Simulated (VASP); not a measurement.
BaS:

```xyz
2
Lattice="-0.0760 3.4434 3.4434 3.4434 -0.0760 3.4434 3.4434 3.4434 -0.0760" Properties=species:S:1:pos:R:3 pbc="T T T"
Ba   -0.0168   -0.0168   -0.0168
S     1.7195    1.7195    1.7195
```

This cell differs from its parent crystal: strain along [111] -3.2%.

Base run:

* Program: VASP 6.6.1
* Functional: HSE06
* Potentials or basis: VASP PAW PBE potentials, release 64 (Ba_sv, S)
* Cutoff: 520 eV
* k mesh: 4 × 4 × 4
* Occupations: gaussian, width 0.01 eV
* Spin: no spin polarisation

Its results: band gap on the k mesh 3.69 eV (least direct gap 4.34 eV); pressure 1.2 GPa.

Problem. The run is repeated on the same cell with these changes: functional from HSE06 to r2SCAN; k mesh from 4 × 4 × 4 to 6 × 6 × 6. What comes out?

Solution. Band gap on the k mesh 3.13 eV (least direct gap 3.69 eV); pressure 1.4 GPa.

Several settings changed at once.

Caveats: the structure was generated, so it needn't be the stable form of BaS; the PAW data sets were made with another functional, which shifts forces and pressure a little; spin-orbit coupling is left out, which moves the levels of the heavy elements.

A k mesh can miss the band edges.
